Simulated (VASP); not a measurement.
# Zn: single point with PBE

Zn:

```
Zn
1.0
     2.58143    0.00000    0.00000
     0.00000    2.58143    0.00000
     0.00000    0.00000    2.64493
Zn
1
Cartesian
  0.0000 0.0000 0.0000
```

```yaml
Program: VASP 6.6.1
Task: single point
Functional: PBE
Potentials_or_basis: VASP PAW PBE potentials, release 64 (Zn)
Cutoff: 520 eV
k_mesh: 8 × 8 × 6
Occupations: gaussian, width 0.1 eV
Spin: no spin polarisation
```

* Pressure: 1.8 GPa
* Band gap on the k mesh: zero (band 6 reaches 7.51 eV, above the bottom of band 7 at -1.00 eV)

Stress tensor (GPa, compression positive):
```
1.22 0.00 0.00
0.00 1.22 0.00
0.00 0.00 3.10
```

Levels at points of the mesh, in eV from the Fermi level:
```csv
k point,band 3,band 4,band 5,band 6,band 7,band 8,band 9,band 10
"(0.00, 0.00, 0.00)",-8.04,-6.86,-6.86,-6.83,11.67,12.77,12.77,14.92
"(0.50, 0.00, 0.00)",-7.25,-7.19,-6.83,-2.92,-2.82,16.37,17.52,18.92
"(0.50, 0.50, 0.00)",-7.18,-7.18,-6.53,1.47,1.47,2.88,6.27,21.55
"(0.00, 0.00, 0.50)",-7.17,-7.17,-6.80,-3.22,-3.05,17.14,17.14,19.75
"(0.50, 0.00, 0.50)",-7.14,-7.11,-6.58,1.13,1.36,2.46,6.07,22.37
"(0.50, 0.50, 0.50)",-7.77,-6.58,-6.52,5.47,5.47,5.72,9.86,10.66
```

It took 7 s on 1 thread of Intel(R) Xeon(R) Platinum 8259CL CPU @ 2.50GHz (Skylake/Cascade Lake), on a shared host, peak memory 0.12 GiB.

Caveat: the k points lie up to 0.40 Å⁻¹ apart.
